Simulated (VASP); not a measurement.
Here is a VASP 6.6.1 calculation.

File INCAR:

```
PREC     = Accurate       # precision mode
ENCUT    = 600            # plane-wave cutoff, eV
EDIFF    = 1E-6           # SCF threshold, eV
ISMEAR   = -1             # smearing method
SIGMA    = 0.15           # smearing width, eV
LREAL    = False          # projectors in reciprocal space
LASPH    = True           # aspherical terms in the spheres
NELM     = 120            # most SCF steps
ALGO     = Normal         # electronic algorithm
ISIF     = 2              # what is computed and relaxed
LWAVE    = False          # write WAVECAR
LCHARG   = True           # write CHGCAR
GGA      = PE             # functional
LELF     = True           # ELF
LVHAR    = True         
NBANDS   = 15             # bands
GGA_COMPAT= False
```

File KPOINTS:

```
Automatic mesh
0
Gamma
  11 11 11
```

File POSCAR:

```
TiC
1.0
    0.0000000000      2.1593000000      2.1593000000
    2.1593000000      0.0000000000      2.1593000000
    2.1593000000      2.1593000000      0.0000000000
Ti C
1 1
Direct
    0.0000000000      0.0000000000      0.0000000000
    0.5000000000      0.5000000000      0.5000000000
```

Potentials or basis: VASP PAW PBE potentials, release 64 (Ti_sv, C).

The run is started by

```console
$ cat potpaw_PBE.64/Ti_sv/POTCAR potpaw_PBE.64/C/POTCAR > POTCAR
$ mpirun -np 1 vasp_std > vasp.out
```

Task: Predict the band gap on the k mesh.

Result: Zero (band 8 reaches 10.22 eV, above the bottom of band 9 at 9.11 eV).

Task: What does it give for the pressure?

Result: 2.7 GPa.
